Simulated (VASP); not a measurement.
Set up this calculation in VASP 6.6.1, as the native input.

- Task: single point
- Functional: PBE
- Potentials or basis: VASP PAW PBE potentials, release 64 (Al, Ga_d, As)
- Cutoff: 520 eV
- k mesh: 6 × 6 × 6
- Occupations: gaussian, width 0.1 eV
- Spin: no spin polarisation
- Dipole correction: no
- Further INCAR settings: ALGO = Fast; EDIFF = 1e-07; NBANDS = 35

The structure of AlGa3As2 lies in POSCAR:

```
AlGa3As2
1.0
    2.7296352600      1.5759556500      4.6297374500
   -2.7296352600      1.5759556500      4.6297374500
    0.0000000000     -3.1519113000      4.6297374500
Al Ga As
1 3 2
Direct
    0.5000000000      0.5000000000      0.5000000000
    0.0000000000      0.5000000000      0.5000000000
    0.5000000000      0.0000000000      0.5000000000
    0.5000000000      0.5000000000      0.0000000000
    0.1246170000      0.1246170000      0.1246170000
    0.8753830000      0.8753830000      0.8753830000
```

The input as run:

INCAR

```
PREC = Accurate
ENCUT = 520
EDIFF = 1E-7
ISMEAR = 0
SIGMA = 0.1
LREAL = False
LASPH = True
NELM = 100
ALGO = Fast
ISIF = 2
LWAVE = False
LCHARG = False
GGA = PE
NBANDS = 35
```

KPOINTS

```
regular mesh
0
Gamma
  6 6 6
```

Potentials or basis: VASP PAW PBE potentials, release 64 (Al, Ga_d, As).

Run with:

```bash
$ cat potpaw_PBE.64/Al/POTCAR potpaw_PBE.64/Ga_d/POTCAR potpaw_PBE.64/As/POTCAR > POTCAR
$ mpirun -np 1 vasp_std > vasp.out
```

It gave:

* Pressure: -2.0 GPa
* Largest force: 0.208 eV/Å
* Band gap on the k mesh: zero (band 26 reaches 5.96 eV, above the bottom of band 27 at 3.51 eV)

Run time: 3 min on 1 thread of Intel(R) Xeon(R) Platinum 8259CL CPU @ 2.50GHz (Skylake/Cascade Lake), on a shared host, peak memory 0.32 GiB.
